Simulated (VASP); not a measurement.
AlP (m.bB): single point with PBE

AlP (m.bB):

```xyz
2
Lattice="0.0000 2.7535 2.7535 2.7535 0.0000 2.7535 2.7535 2.7535 0.0000" Properties=species:S:1:pos:R:3 pbc="T T T"
Al    0.0000    0.0000    0.0000
P     1.3767    1.3767    1.3767
```

```yaml
Program: VASP 6.6.1
Task: single point
Functional: PBE
Potentials_or_basis: VASP PAW PBE potentials, release 64 (Al, P)
Cutoff: 500 eV
k_mesh: 8 × 8 × 8
Occupations: gaussian, width 0.02 eV
Spin: no spin polarisation
Dipole_correction: no
Further_INCAR_settings: ALGO = Normal; EDIFF = 1e-06; NBANDS = 11
```

```yaml
Pressure: -0.1 GPa
Band_gap_on_the_k_mesh: 1.63 eV, indirect (least direct gap 3.09 eV)
```

Levels at points of the mesh, in eV from the valence-band top:
```csv
k point,band 2,band 3,band 4,band 5,band 6,band 7
"(0.00, 0.00, 0.00)",0.00,0.00,0.00,3.09,4.53,4.53
"(0.50, 0.00, 0.00)",-5.41,-0.75,-0.75,2.72,4.81,4.81
"(0.50, 0.50, 0.00)",-5.22,-2.05,-2.05,1.63,2.47,10.85
```

Wall time 16 s on 1 thread of AMD EPYC 7R43 64-Core Processor (Zen 3), on a shared host, peak memory 0.12 GiB.

A k mesh can miss the band edges.
